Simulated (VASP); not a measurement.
Here is a VASP 6.6.1 calculation.

File INCAR:

```
SYSTEM = Ga2O3
PREC = Accurate
ENCUT = 600
EDIFF = 1E-6
ISMEAR = 0
SIGMA = 0.02
LREAL = .False.
LASPH = .True.
NELM = 120
ALGO = Normal
ISIF = 2
LWAVE = .False.
LCHARG = .False.
GGA = PE
NBANDS = 55
GGA_COMPAT = .False.
```

The input KPOINTS:

```
regular mesh
0
Gamma
  6 6 6
  0 0 0
```

Contents of POSCAR:

```
Ga2O3
1.0
    2.5289880644      1.4601119398      4.5413367010
   -2.5289880644      1.4601119398      4.5413367010
    0.0000000000     -2.9202238795      4.5413367010
Ga O
4 6
Direct
    0.8558433124      0.8558433124      0.8558433124
    0.6441566876      0.6441566876      0.6441566876
    0.1441566876      0.1441566876      0.1441566876
    0.3558433124      0.3558433124      0.3558433124
    0.0530947941      0.4469052059      0.7500000000
    0.7500000000      0.0530947941      0.4469052059
    0.4469052059      0.7500000000      0.0530947941
    0.9469052059      0.5530947941      0.2500000000
    0.2500000000      0.9469052059      0.5530947941
    0.5530947941      0.2500000000      0.9469052059
```

Potentials or basis: VASP PAW PBE potentials, release 64 (Ga_d, O).

Run with:

```bash
$ cat potpaw_PBE.64/Ga_d/POTCAR potpaw_PBE.64/O/POTCAR > POTCAR
$ mpirun -np 1 vasp_std > vasp.out
```

Task: Estimate the largest force.

Result: 0.012 eV/Å.

Task: What does it give for the band gap on the k mesh?

Result: 2.39 eV (least direct gap 2.62 eV).

Task: Predict the pressure.

Result: 0.7 GPa.

Stress tensor (GPa, compression positive):
```
0.70 0.00 0.00
0.00 0.70 0.00
0.00 0.00 0.59
```

A k mesh can miss the band edges. Expect the measured gap to be larger: semilocal functionals such as PBE lack the derivative discontinuity.
